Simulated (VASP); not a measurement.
Write the native input for VASP 6.6.1 that does the following.

- Task: single point
- Functional: PBE
- Potentials or basis: VASP PAW PBE potentials, release 64 (Na_pv, H)
- Cutoff: 520 eV
- k mesh: 6 × 6 × 6
- Occupations: gaussian, width 0.01 eV
- Spin: no spin polarisation
- Dipole correction: no
- Further INCAR settings: ALGO = Normal; EDIFF = 1e-07; NBANDS = 11

The structure of NaH lies in POSCAR:

```
NaH
1.0
    0.0000000000      2.3975116371      2.3975116371
    2.3975116371      0.0000000000      2.3975116371
    2.3975116371      2.3975116371      0.0000000000
Na H
1 1
Direct
    0.0000000000      0.0000000000      0.0000000000
    0.5000000000      0.5000000000      0.5000000000
```

The input as run:

INCAR

```
SYSTEM = NaH
PREC = Accurate
ENCUT = 520
EDIFF = 1E-7
ISMEAR = 0
SIGMA = 0.01
LREAL = .FALSE.
LASPH = .TRUE.
NELM = 60
ALGO = Normal
ISIF = 2
LWAVE = .FALSE.
LCHARG = .FALSE.
GGA = PE
NBANDS = 11
```

KPOINTS

```
Automatic mesh
0
G
  6 6 6
  0 0 0
```

Potentials or basis: VASP PAW PBE potentials, release 64 (Na_pv, H).

The run is started by

```sh
$ cat potpaw_PBE.64/Na_pv/POTCAR potpaw_PBE.64/H/POTCAR > POTCAR
$ mpirun -np 1 vasp_std > vasp.out
```

Results of the run:

| Quantity | Value |
| --- | --- |
| Pressure | 0.5 GPa |
| Band gap on the k mesh | 3.85 eV, indirect (least direct gap 4.67 eV) |

Run time: 5.4 s on 1 thread of Intel(R) Xeon(R) 6975P-C (Granite Rapids) (shared host), peak memory 0.14 GiB.
